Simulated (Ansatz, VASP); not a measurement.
# Two plane-wave programs on MoS2

The input INCAR:

```
SYSTEM = MoS2
PREC = Accurate ; ENCUT = 520
EDIFF = 1E-6 ; ISMEAR = -1
SIGMA = 0.05 ; LREAL = .FALSE.
LASPH = .TRUE. ; NELM = 100
ALGO = Normal ; ISIF = 2
LWAVE = .FALSE. ; LCHARG = .TRUE.
LELF = .TRUE. ; LVHAR = .TRUE.
NBANDS = 20
```

File KPOINTS:

```
regular mesh
0
G
  10 10 10
  0 0 0
```

The input POSCAR:

```
MoS2
1.0
    1.5640716975      0.9030172156      6.0323514456
   -1.5640716975      0.9030172156      6.0323514456
    0.0000000000     -1.8060344312      6.0323514456
Mo S
1 2
Direct
    0.0000000000      0.0000000000      0.0000000000
    0.2500000000      0.2500000000      0.2500000000
    0.7500000000      0.7500000000      0.7500000000
```

input.yaml

```yaml
crystal:
  lattice:
    - [1.5640716975, 0.9030172156, 6.0323514456]
    - [-1.5640716975, 0.9030172156, 6.0323514456]
    - [0.0, -1.8060344312, 6.0323514456]
  atoms:
    - { symbol: Mo, position: [0.0, 0.0, 0.0] }
    - { symbol: S, position: [0.25, 0.25, 0.25] }
    - { symbol: S, position: [0.75, 0.75, 0.75] }
hamiltonian:
  xc: lda
  pseudopotentials: { kind: paw }
kpoints:
  mp_grid: { grid: [10, 10, 10] }
scf:
  occupations: { method: fermi_dirac, width: 0.05 }
output:
  forces: true
  stress: true
  eigenvalues: true
```

Alike in both runs: task single point; functional LDA; k mesh 10 × 10 × 10; occupations fermi-dirac, width 0.05 eV; no spin polarisation.

|  | VASP | Ansatz |
| --- | --- | --- |
| version | VASP 6.6.1 | Ansatz 0.2.0 |
| potentials or method | VASP PAW LDA potentials, release 64 (Mo_sv, S) | Ansatz PAW |
| plane-wave cutoff (eV) | 520 | 420 |
| valence electrons in the cell | 26 | 26 |

VASP gave:

- gap on the k mesh at the Fermi level (eV): none
- pressure (GPa): 7.1
- traceless stress, the component that is largest in VASP (GPa): 3.87
- rms of the force components (eV/Å): 0.640

Problem. Which values does Ansatz return?

Solution. gap on the k mesh at the Fermi level (eV): none; pressure (GPa): 6.9; traceless stress, the component that is largest in VASP (GPa): 3.85; rms of the force components (eV/Å): 0.631.

LDA's correlation is that of Perdew and Zunger in VASP and of Perdew and Wang (1992) in Ansatz. Atom by atom the forces differ by 0.009 eV/Å (rms over components). A gap of «none» marks a metal or a gap that the smearing closes.
